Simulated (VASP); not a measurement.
# AlN (P6_3mc) in VASP: a series of runs

The runs below take AlN through single point, with PBE.

Program: VASP 6.6.1. These are calculated values, not measurements. Logs are shortened: lines on timing, memory, paths and dates and some standing lists are left out, and cuts for length are marked.

**1. The cell of the first run**

Symmetry: P6_3mc, No. 186, hexagonal system. Conventional cell: a = 3.113 Å, b = 3.113 Å, c = 4.981 Å, α = 90.00°, β = 90.00°, γ = 120.00°. Within 2.5 Å of Al (site symmetry 3m) lie 4 N at 1.89 Å. N (site symmetry 3m) has 4 Al at 1.89 Å within 2.5 Å.

**2. Single point, PBE**

Input file INCAR:

```
SYSTEM = AlN
  PREC = Accurate
  ENCUT = 520
  EDIFF = 1E-7
  ISMEAR = 0
  SIGMA = 0.05
  LREAL = .FALSE.
  LASPH = .TRUE.
  NELM = 100
  ALGO = Normal
  ISIF = 2
  LWAVE = .FALSE.
  LCHARG = .TRUE.
  GGA = PE
  LELF = .TRUE.
  LVHAR = .TRUE.
  NBANDS = 16
```

Input file KPOINTS:

```
Automatic mesh
0
G
  9 9 5
  0 0 0
```

Input file POSCAR:

```
AlN
1.0
    3.1130000000      0.0000000000      0.0000000000
   -1.5565000000      2.6959370820      0.0000000000
    0.0000000000      0.0000000000      4.9810000000
Al N
2 2
Direct
    0.6666666667      0.3333333333      0.5000000000
    0.3333333333      0.6666666667      0.0000000000
    0.6666666667      0.3333333333      0.8800000000
    0.3333333333      0.6666666667      0.3800000000
```

Potentials or basis: VASP PAW PBE potentials, release 64 (Al, N).

Run with:

```
> cat potpaw_PBE.64/Al/POTCAR potpaw_PBE.64/N/POTCAR > POTCAR
> mpirun -np 1 vasp_std > vasp.out
```

OUTCAR:

```text
SYSTEM = AlN
   PREC = Accurate
   ENCUT = 520
   EDIFF = 1E-7
   ISMEAR = 0
   LREAL = .FALSE.
   LASPH = .TRUE.
   NELM = 100
   ISIF = 2
   GGA = PE

 ion  position               nearest neighbor table
   1  0.667  0.333  0.500-   3 1.89   4 1.89   4 1.89   4 1.89   2 3.07   2 3.07   2 3.07   2 3.07
                             2 3.07   2 3.07
   2  0.333  0.667  0.000-   4 1.89   3 1.89   3 1.89   3 1.89   1 3.07   1 3.07   1 3.07   1 3.07
                             1 3.07   1 3.07
   3  0.667  0.333  0.880-   1 1.89   2 1.89   2 1.89   2 1.89
   4  0.333  0.667  0.380-   2 1.89   1 1.89   1 1.89   1 1.89

  LATTYP: Found a hexagonal cell.
 ALAT       =     3.1130000000
 C/A-ratio  =     1.6000642467

  Lattice vectors:

 A1 = (   3.1130000000,   0.0000000000,   0.0000000000)
 A2 = (  -1.5565000000,   2.6959370820,   0.0000000000)
 A3 = (   0.0000000000,   0.0000000000,   4.9810000000)

Analysis of symmetry for initial positions (statically):
=====================================================================
 Subroutine PRICEL returns:
 Original cell was already a primitive cell.

 Routine SETGRP: Setting up the symmetry group for a
 hexagonal supercell.

 Subroutine GETGRP returns: Found 12 space group operations
 (whereof  6 operations were pure point group operations)
 out of a pool of 24 trial point group operations.

The static configuration has the point symmetry C_3v.
 The point group associated with its full space group is C_6v.

Analysis of symmetry for dynamics (positions and initial velocities):
=====================================================================
 Subroutine PRICEL returns:
 Original cell was already a primitive cell.

 Routine SETGRP: Setting up the symmetry group for a
 hexagonal supercell.

 Subroutine GETGRP returns: Found 12 space group operations
 (whereof  6 operations were pure point group operations)
 out of a pool of 24 trial point group operations.

The dynamic configuration has the point symmetry C_3v.
 The point group associated with its full space group is C_6v.

 Subroutine INISYM returns: Found 12 space group operations
 (whereof  6 operations are pure point group operations),
 and found     1 'primitive' translations

----------------------------------------------------------------------------------------

                                     Primitive cell

  volume of cell :      41.8028

  direct lattice vectors                    reciprocal lattice vectors
     3.113000000  0.000000000  0.000000000     0.321233537  0.185464269  0.000000000
[... 96 lines left out ...]
   ISIF   =      2    stress and relaxation
   ISYM   =      2    0-nonsym 1-usesym 2-fastsym
   POTIM  = 0.5000    time-step for ionic-motion
   TEBEG  =    0.0;   TEEND  =   0.0 temperature during run
   PSTRESS=    0.0 pullay stress
   NELECT =      16.0000    total number of electrons
   NUPDOWN=      -1.0000    fix difference up-down
   EMIN   =  10.00;   EMAX   =-10.00  energy-range for DOS
   EFERMI =   0.00;   METHOD = LEGACY
   ISMEAR =     0;   SIGMA  =   0.05  broadening in eV -4-tet -1-fermi 0-gaus
   EFERMI_NEDOS =   21; number of points for ismear=-14 and -15
   IALGO  =     38    algorithm
   IMIX   =      4    mixing-type and parameters
     AMIX     =   0.40;   BMIX     =  1.00
     AMIX_MAG =   1.60;   BMIX_MAG =  1.00
  volume/ion in A,a.u.               =      10.45        70.52
  Fermi-wavevector in a.u.,A,eV,Ry     =   1.188629  2.246183 19.222843  1.412839
  Thomas-Fermi vector in A             =   2.324754
   LORBIT       =      0    0 simple, 1 ext, 2 COOP (PROOUT), +10 PAW based schemes
   GGA     = PE    functional components
   LHFCALC =     F    Hartree Fock is set to
   AEXX    =    0.0000 exact exchange contribution
   IVDW    =     0    specifies the selected vdW correction
   LEPSILON=     F    determine dielectric tensor
   LRPA    =     F    only Hartree local field effects (RPA)
 non-spin polarized calculation
 Gauss-broadening in eV      SIGMA  =   0.05
  energy-cutoff  :      520.00
  volume of cell :       41.80
 maximum number of plane-waves:      1152
 NGX is ok and might be reduce to    24
   NGX = 11   NGY = 11   NGZ = 19

 number of electron      15.9999997 magnetization

 Free energy of the ion-electron system (eV)
  ---------------------------------------------------
  ext. energy  EPLUGINS =         0.00000000
  ---------------------------------------------------
  free energy    TOTEN  =       -29.77126221 eV

  energy without entropy =      -29.77126221  energy(sigma->0) =      -29.77126221

 E-fermi :   6.3926     XC(G=0): -10.9069

 val. band max:        6.1215833781   @ k =   0.0000   0.0000   0.0000
 cond. band min:      10.3450444733   @ k =   0.0000   0.0000   0.0000
 fundamental gap:      4.2234610952
 Fermi energy:         6.3925953120

 k-point     1 :       0.0000    0.0000    0.0000
  band No.  band energies     occupation
      1      -9.0373      2.00000
      2      -6.8889      2.00000
      3       0.1488      2.00000
      4       5.2900      2.00000
      5       5.2900      2.00000
      6       5.9421      2.00000
[... 433 lines left out ...]
      3       1.5008      2.00000
      4       1.8630      2.00000
      5       1.8630      2.00000
      6       3.3735      2.00000
[... 8 lines left out ...]
     15      19.2374      0.00000
     16      21.3492      0.00000

 [... further k-points ...]

------------------------ aborting loop because EDIFF is reached ----------------------------------------

  FORCE on cell =-STRESS in cart. coord.  units (eV):
  Direction    XX          YY          ZZ          XY          YZ          ZX
  --------------------------------------------------------------------------------------
  -------------------------------------------------------------------------------------
  Total        0.7580136      0.7580136      1.1906715      0.0000000      0.0000000      0.0000000
  in kB       29.0524093     29.0524093     45.6349014      0.0000000      0.0000000      0.0000000
  external PRESSURE =      34.5799067 kB  Pullay stress =       0.0000000 kB

 VOLUME and BASIS-vectors are now :
 -----------------------------------------------------------------------------
  energy-cutoff  :      520.00
  volume of cell :       41.80
      direct lattice vectors                 reciprocal lattice vectors
     3.113000000  0.000000000  0.000000000     0.321233537  0.185464269  0.000000000
    -1.556500000  2.695937082  0.000000000     0.000000000  0.370928538  0.000000000
     0.000000000  0.000000000  4.981000000     0.000000000  0.000000000  0.200762899

 POSITION                                       TOTAL-FORCE (eV/Angst)
 -----------------------------------------------------------------------------------
      1.55650      0.89865      2.49050         0.000000     -0.000000     -0.128864
     -0.00000      1.79729      0.00000        -0.000000      0.000000     -0.128864
      1.55650      0.89865      4.38328         0.000000     -0.000000      0.128864
     -0.00000      1.79729      1.89278        -0.000000      0.000000      0.128864
 -----------------------------------------------------------------------------------
    total drift:                               -0.000000     -0.000000      0.000369

  FREE ENERGIE OF THE ION-ELECTRON SYSTEM (eV)
  ---------------------------------------------------
  free  energy   TOTEN  =       -29.7712622119 eV

  energy  without entropy=      -29.7712622119  energy(sigma->0) =      -29.77126221
```

OSZICAR:

```text
N       E                     dE             d eps       ncg     rms          rms(c)
DAV:   1     0.436148329802E+02    0.43615E+02   -0.71772E+03  1152   0.887E+02
DAV:   2    -0.309324406140E+02   -0.74547E+02   -0.67650E+02  1640   0.189E+02
DAV:   3    -0.344966176262E+02   -0.35642E+01   -0.35544E+01  1424   0.425E+01
DAV:   4    -0.345179078017E+02   -0.21290E-01   -0.21289E-01  1440   0.376E+00
DAV:   5    -0.345181818408E+02   -0.27404E-03   -0.27404E-03  1472   0.430E-01    0.122E+01
DAV:   6    -0.297591284368E+02    0.47591E+01   -0.10665E+01  1384   0.237E+01    0.416E+00
DAV:   7    -0.297831072557E+02   -0.23979E-01   -0.67927E-01  1248   0.580E+00    0.295E+00
DAV:   8    -0.297758248351E+02    0.72824E-02   -0.60821E-02  1272   0.227E+00    0.598E-01
DAV:   9    -0.297707080180E+02    0.51168E-02   -0.12351E-02  1560   0.821E-01    0.247E-01
DAV:  10    -0.297713483092E+02   -0.64029E-03   -0.24580E-03  1248   0.306E-01    0.134E-01
DAV:  11    -0.297712592784E+02    0.89031E-04   -0.19329E-04  1328   0.106E-01    0.332E-02
DAV:  12    -0.297712624334E+02   -0.31550E-05   -0.12168E-05  1296   0.277E-02    0.730E-03
DAV:  13    -0.297712622233E+02    0.21011E-06   -0.48277E-06  1336   0.170E-02    0.527E-03
DAV:  14    -0.297712622119E+02    0.11425E-07   -0.36550E-07  1432   0.513E-03
   1 F= -.29771262E+02 E0= -.29771262E+02  d E =-.121285E-16
```

It took 19 s on 1 thread of Intel Xeon Platinum 8375C at 2.90GHz (Ice Lake), shared host; peak memory 0.16 GiB.

Results:

| Property | Result |
| --- | --- |
| Free energy | -29.7713 eV |
| Pressure | 3.5 GPa |
| Largest force | 0.129 eV/Å |
| Band gap on the k mesh | 4.22 eV, direct |

Forces on the atoms (eV/Å):
```
Al   0.000  0.000 -0.129
Al   0.000  0.000 -0.129
N    0.000  0.000  0.129
N    0.000  0.000  0.129
```

Stress tensor (GPa, compression positive):
```
2.91 0.00 0.00
0.00 2.91 0.00
0.00 0.00 4.56
```

Levels at points of the mesh, in eV from the valence-band top:
| k point | band 4 | band 5 | band 6 | band 7 | band 8 | band 9 | band 10 | band 11 | band 12 | band 13 |
| --- | --- | --- | --- | --- | --- | --- | --- | --- | --- | --- |
| (0.00, 0.00, 0.00) | -0.83 | -0.83 | -0.18 | -0.18 | 0.00 | 4.22 | 6.66 | 10.61 | 11.17 | 11.17 |

**3. Single point, PBE**

Input file INCAR:

```
  PREC = Accurate
  ENCUT = 520
  EDIFF = 1E-6
  ISMEAR = 0
  SIGMA = 0.05
  LREAL = False
  LASPH = True
  NELM = 100
  ALGO = Normal
  ISIF = 2
  LWAVE = False
  LCHARG = False
  GGA = PE
  NBANDS = 16
```

Input file KPOINTS:

```
regular mesh
0
Gamma
  13 13 8
```

POSCAR is that of step 2.

Potentials or basis: VASP PAW PBE potentials, release 64 (Al, N).

Run with:

```
> cat potpaw_PBE.64/Al/POTCAR potpaw_PBE.64/N/POTCAR > POTCAR
> mpirun -np 1 vasp_std > vasp.out
```

It took 45 s on 1 thread of Intel Xeon Platinum 8375C at 2.90GHz (Ice Lake), shared host; peak memory 0.19 GiB.

The run converged. Its results:

```yaml
Free_energy: -29.7713 eV
Pressure: 3.5 GPa
Largest_force: 0.129 eV/Å
Band_gap_on_the_k_mesh: 4.22 eV, direct
```

Forces on the atoms (eV/Å):
```
Al   0.000  0.000 -0.129
Al   0.000  0.000 -0.129
N    0.000  0.000  0.129
N    0.000  0.000  0.129
```

Stress tensor (GPa, compression positive):
```
2.91 0.00 0.00
0.00 2.91 0.00
0.00 0.00 4.57
```

Levels at points of the mesh, in eV from the valence-band top:
```csv
k point,band 6,band 7,band 8,band 9,band 10,band 11
"(0.00, 0.00, 0.00)",-0.18,-0.18,0.00,4.22,6.66,10.62
"(0.00, 0.00, 0.50)",-0.51,-0.51,-0.51,6.47,6.47,10.34
```

A k mesh can miss the band edges. Expect the measured gap to be larger: semilocal functionals such as PBE lack the derivative discontinuity.

**4. Single point, PBE**

Input file INCAR:

```
SYSTEM = AlN
PREC = Accurate ; ENCUT = 520
EDIFF = 1E-7 ; ISMEAR = 0
SIGMA = 0.05 ; LREAL = .False.
LASPH = .True. ; NELM = 60
ALGO = Normal ; ISIF = 2
LWAVE = .False. ; LCHARG = .False.
GGA = PE ; NBANDS = 16
```

Input file KPOINTS:

```
Automatic mesh
0
Gamma
  16 16 9
  0 0 0
```

POSCAR is that of step 3.

Run with:

```
> cat potpaw_PBE.64/Al/POTCAR potpaw_PBE.64/N/POTCAR > POTCAR
> mpirun -np 1 vasp_std > vasp.out
```

Run time: 67 s. Hardware: 1 thread of Intel Xeon Platinum 8375C at 2.90GHz (Ice Lake), shared host; peak memory 0.21 GiB.

Results (log left out):

| Property | Result |
| --- | --- |
| Free energy | -29.7713 eV |
| Pressure | 3.5 GPa |
| Largest force | 0.129 eV/Å |
| Band gap on the k mesh | 4.22 eV, direct |

Forces in eV/Å, atoms in the order of the input:
```
Al   0.000  0.000 -0.129
Al   0.000  0.000 -0.129
N    0.000  0.000  0.129
N    0.000  0.000  0.129
```

Stress tensor (GPa, compression positive):
```
2.91 0.00 0.00
0.00 2.91 0.00
0.00 0.00 4.56
```

Levels at points of the mesh, in eV from the valence-band top:
```
           k point  band 5  band 6  band 7  band 8  band 9  band 10  band 11  band 12
(0.00, 0.00, 0.00)   -0.83   -0.18   -0.18    0.00    4.22     6.66    10.61    11.17
(0.50, 0.00, 0.00)   -3.33   -2.06   -1.77   -0.66    5.82     5.83     8.20    10.30
```

**5. Overview**

```tsv
k mesh	gap on the mesh (eV)	pressure (GPa)	largest force (eV/Å)
9 × 9 × 5	4.22	3.5	0.13
13 × 13 × 8	4.22	3.5	0.13
16 × 16 × 9	4.22	3.5	0.13
```

Alike in all rows: task single point; level PBE; potentials or basis VASP PAW PBE potentials, release 64 (Al, N); no spin polarisation; cell as given; cutoff (eV) 520; smearing gaussian 0.05 eV.

On the cell as given the gap runs from 4.22 eV (PBE) to 4.22 eV (PBE); the meshes differ, which moves gaps too.

Absolute energies hang on the potentials; compare differences alone.
